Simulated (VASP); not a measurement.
# MgO (Periclase) (Fm-3m) in VASP: notebook, part 2 of 2

VASP 6.6.1. The steps go on from the part before.

## (5) Single point, LDA

The input, INCAR:

```
PREC     = Accurate       # precision mode
ENCUT    = 600            # plane-wave cutoff, eV
EDIFF    = 1E-6           # SCF threshold, eV
ISMEAR   = 0              # smearing method
SIGMA    = 0.01           # smearing width, eV
LREAL    = F              # projectors in reciprocal space
LASPH    = T              # aspherical terms in the spheres
NELM     = 120            # most SCF steps
ALGO     = Normal         # electronic algorithm
ISIF     = 2              # what is computed and relaxed
LWAVE    = F              # write WAVECAR
LCHARG   = F              # write CHGCAR
GGA      = CA             # functional
NBANDS   = 11             # bands
GGA_COMPAT= F
```

The input, KPOINTS:

```
Automatic mesh
0
Gamma
  8 8 8
```

The input, POSCAR:

```
MgO
1.0
    0.0000000000      2.1021680256      2.1021680256
    2.1021680256      0.0000000000      2.1021680256
    2.1021680256      2.1021680256      0.0000000000
Mg O
1 1
Direct
    0.0000000000      0.0000000000      0.0000000000
    0.5000000000      0.5000000000      0.5000000000
```

Potentials or basis: VASP PAW LDA potentials, release 64 (Mg, O).

Launch:

```
> cat potpaw_LDA.64/Mg/POTCAR potpaw_LDA.64/O/POTCAR > POTCAR
> mpirun -np 1 vasp_std > vasp.out
```

OUTCAR:

```text
PREC = Accurate
   ENCUT = 600
   EDIFF = 1E-6
   ISMEAR = 0
   LREAL = F
   LASPH = T
   NELM = 120
   ISIF = 2
   GGA = CA

 ion  position               nearest neighbor table
   1  0.000  0.000  0.000-   2 2.10   2 2.10   2 2.10   2 2.10   2 2.10   2 2.10
   2  0.500  0.500  0.500-   1 2.10   1 2.10   1 2.10   1 2.10   1 2.10   1 2.10

  LATTYP: Found a face centered cubic cell.
 ALAT       =     4.2043360512

  Lattice vectors:

 A1 = (   0.0000000000,   2.1021680256,   2.1021680256)
 A2 = (   2.1021680256,   0.0000000000,   2.1021680256)
 A3 = (   2.1021680256,   2.1021680256,   0.0000000000)

Analysis of symmetry for initial positions (statically):
=====================================================================
 Subroutine PRICEL returns:
 Original cell was already a primitive cell.

 Routine SETGRP: Setting up the symmetry group for a
 face centered cubic supercell.

 Subroutine GETGRP returns: Found 48 space group operations
 (whereof 48 operations were pure point group operations)
 out of a pool of 48 trial point group operations.

The static configuration has the point symmetry O_h .

Analysis of symmetry for dynamics (positions and initial velocities):
[... 165 lines left out ...]

 k-point     1 :       0.0000    0.0000    0.0000
  band No.  band energies     occupation
      1     -14.1100      2.00000
      2       2.9202      2.00000
      3       2.9202      2.00000
      4       2.9202      2.00000
      5       7.6319      0.00000
      6      18.4778      0.00000
      7      18.4778      0.00000
      8      18.4778      0.00000
      9      22.5166      0.00000
     10      24.1669      0.00000
     11      24.1669      0.00000
[... 309 lines left out ...]
 k-point    24 :      -0.3750    0.2500    0.1250
  band No.  band energies     occupation
      1     -12.5841      2.00000
      2      -1.1754      2.00000
      3       0.9357      2.00000
      4       1.9066      2.00000
      5      12.4600      0.00000
      6      14.9694      0.00000
      7      16.1746      0.00000
      8      19.5734      0.00000
      9      23.2378      0.00000
     10      24.7302      0.00000
     11      28.7950      0.00000

 [... further k-points ...]
[... 5 lines left out ...]
  --------------------------------------------------------------------------------------
  -------------------------------------------------------------------------------------
  Total       -0.8294688     -0.8294688     -0.8294688     -0.0000000      0.0000000      0.0000000
  in kB      -71.5283755    -71.5283755    -71.5283755     -0.0000000      0.0000000      0.0000000
  external PRESSURE =     -71.5283755 kB  Pullay stress =       0.0000000 kB

 VOLUME and BASIS-vectors are now :
 -----------------------------------------------------------------------------
  energy-cutoff  :      600.00
  volume of cell :       18.58
      direct lattice vectors                 reciprocal lattice vectors
     0.000000000  2.102168026  2.102168026    -0.237849684  0.237849684  0.237849684
     2.102168026  0.000000000  2.102168026     0.237849684 -0.237849684  0.237849684
     2.102168026  2.102168026  0.000000000     0.237849684  0.237849684 -0.237849684

 POSITION                                       TOTAL-FORCE (eV/Angst)
 -----------------------------------------------------------------------------------
      0.00000      0.00000      0.00000        -0.000000     -0.000000     -0.000000
      2.10217      2.10217      2.10217         0.000000      0.000000      0.000000
 -----------------------------------------------------------------------------------
    total drift:                               -0.000000     -0.000000      0.000000

  FREE ENERGIE OF THE ION-ELECTRON SYSTEM (eV)
  ---------------------------------------------------
  free  energy   TOTEN  =       -13.4325868949 eV

  energy  without entropy=      -13.4325868949  energy(sigma->0) =      -13.43258689
```

OSZICAR:

```text
N       E                     dE             d eps       ncg     rms          rms(c)
DAV:   1     0.165783217165E+02    0.16578E+02   -0.48557E+03   694   0.719E+02
DAV:   2    -0.142465315647E+02   -0.30825E+02   -0.29890E+02   692   0.146E+02
DAV:   3    -0.150010020968E+02   -0.75447E+00   -0.75398E+00   782   0.201E+01
DAV:   4    -0.150027985956E+02   -0.17965E-02   -0.17965E-02   674   0.110E+00
DAV:   5    -0.150028040121E+02   -0.54165E-05   -0.54165E-05   749   0.565E-02    0.704E+00
DAV:   6    -0.134969463579E+02    0.15059E+01   -0.87482E+00   656   0.161E+01    0.225E+00
DAV:   7    -0.134572830836E+02    0.39663E-01   -0.65337E-02   695   0.228E+00    0.129E+00
DAV:   8    -0.134331146857E+02    0.24168E-01   -0.32461E-02   662   0.183E+00    0.236E-01
DAV:   9    -0.134327468297E+02    0.36786E-03   -0.40852E-04   734   0.151E-01    0.141E-01
DAV:  10    -0.134325874708E+02    0.15936E-03   -0.39964E-04   674   0.169E-01    0.620E-03
DAV:  11    -0.134325868949E+02    0.57590E-06   -0.41727E-06   707   0.115E-02
   1 F= -.13432587E+02 E0= -.13432587E+02  d E =-.598184E-43
```

Wall time 3.9 s (1 thread of AMD EPYC 9R45 (Zen 5), shared host); peak memory 0.1 GiB.

Results:

```yaml
Free_energy: -13.4326 eV
Pressure: -7.2 GPa
Band_gap_on_the_k_mesh: 4.71 eV, direct
```

## (6) Summary

```csv
level,potentials or basis,k mesh,cutoff (eV),gap on the mesh (eV),pressure (GPa)
r2SCAN,"VASP PAW PBE potentials, release 64 (Mg, O)",8 × 8 × 8,520,5.66,-1.1
LDA,"VASP PAW LDA potentials, release 64 (Mg, O)",4 × 4 × 4,600,4.70,-7.1
LDA,"VASP PAW LDA potentials, release 64 (Mg, O)",8 × 8 × 8,600,4.71,-7.2
```

Alike in all rows: task single point; no spin polarisation; cell as given; smearing gaussian 0.01 eV.

Caveats: some runs use coarse meshes; the PAW data sets were made with another functional, which shifts forces and pressure a little (some runs).

Total energies depend on the potentials used, so only differences within one code and one set of settings carry meaning.

## (7) How close it comes

Step 2. Measured gap of MgO: 7.83 eV (quoted in “Electronic structure of alkaline earth and post-transition metal oxides”, 2009, arxiv:0908.1581). This calculation gives 5.66 eV (-2.17 eV). The value is that of r2SCAN, without temperature or zero-point motion.
